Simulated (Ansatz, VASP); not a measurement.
# CsSnI3 in VASP and in Ansatz

File INCAR:

```
SYSTEM = CsSnI3
PREC     = Accurate       ! precision mode
ENCUT    = 520            ! plane-wave cutoff, eV
EDIFF    = 1E-6           ! SCF threshold, eV
ISMEAR   = -1             ! smearing method
SIGMA    = 0.05           ! smearing width, eV
LREAL    = .FALSE.        ! projectors in reciprocal space
LASPH    = .TRUE.         ! aspherical terms in the spheres
NELM     = 80             ! most SCF steps
ALGO     = Normal         ! electronic algorithm
ISIF     = 2              ! what is computed and relaxed
LWAVE    = .FALSE.        ! write WAVECAR
LCHARG   = .TRUE.         ! write CHGCAR
GGA      = RE             ! functional
LELF     = .TRUE.         ! ELF
LVHAR    = .TRUE.       
NBANDS   = 30             ! bands
```

File KPOINTS:

```
Automatic mesh
0
G
  5 5 5
  0 0 0
```

POSCAR

```
CsSnI3
1.0
    6.2057000000      0.0000000000      0.0000000000
    0.0000000000      6.2057000000      0.0000000000
    0.0000000000      0.0000000000      6.2057000000
Cs I Sn
1 3 1
Direct
    0.0000000000      0.0000000000      0.0000000000
    0.5000000000      0.5000000000      0.0000000000
    0.5000000000      0.0000000000      0.5000000000
    0.0000000000      0.5000000000      0.5000000000
    0.5000000000      0.5000000000      0.5000000000
```

Contents of input.yaml:

```yaml
crystal:
  lattice:
    - [6.2057, 0.0, 0.0]
    - [0.0, 6.2057, 0.0]
    - [0.0, 0.0, 6.2057]
  atoms:
    - { symbol: Cs, position: [0.0, 0.0, 0.0] }
    - { symbol: I, position: [0.5, 0.5, 0.0] }
    - { symbol: I, position: [0.5, 0.0, 0.5] }
    - { symbol: I, position: [0.0, 0.5, 0.5] }
    - { symbol: Sn, position: [0.5, 0.5, 0.5] }
hamiltonian:
  xc: revpbe
  pseudopotentials: { kind: paw }
kpoints:
  mp_grid: { grid: [5, 5, 5] }
  band_path:
    path:
      - [[0.0, 0.0, 0.0], [0.0, 0.5, 0.0], [0.5, 0.5, 0.0], [0.0, 0.0, 0.0], [0.5, 0.5, 0.5], [0.0, 0.5, 0.0]]
      - [[0.5, 0.5, 0.0], [0.5, 0.5, 0.5]]
    npoints: 14
scf:
  occupations: { method: fermi_dirac, width: 0.05 }
  n_extra_bands: 12
output:
  forces: true
  stress: true
  eigenvalues: true
  fatbands: true
```

Alike in both runs: functional revPBE; k mesh 5 × 5 × 5; occupations fermi-dirac, width 0.05 eV; no spin polarisation.

|  | VASP | Ansatz |
| --- | --- | --- |
| version | VASP 6.6.1 | Ansatz 0.2.0 |
| potentials or method | VASP PAW PBE potentials, release 64 (Cs_sv, I, Sn_d) | Ansatz PAW |
| plane-wave cutoff (eV) | 520 | 420 |
| valence electrons in the cell | 44 | 74 |
| task | single point | band structure |

```csv
,VASP,Ansatz,Ansatz less VASP
pressure (GPa),1.4,1.4,+0.01
```

VASP's potentials were made for PBE, not for revPBE. VASP's potentials hold 44 valence electrons a cell and Ansatz's 74, so a difference there can come from the potentials and not from the codes.

Neither program's run includes spin-orbit coupling.
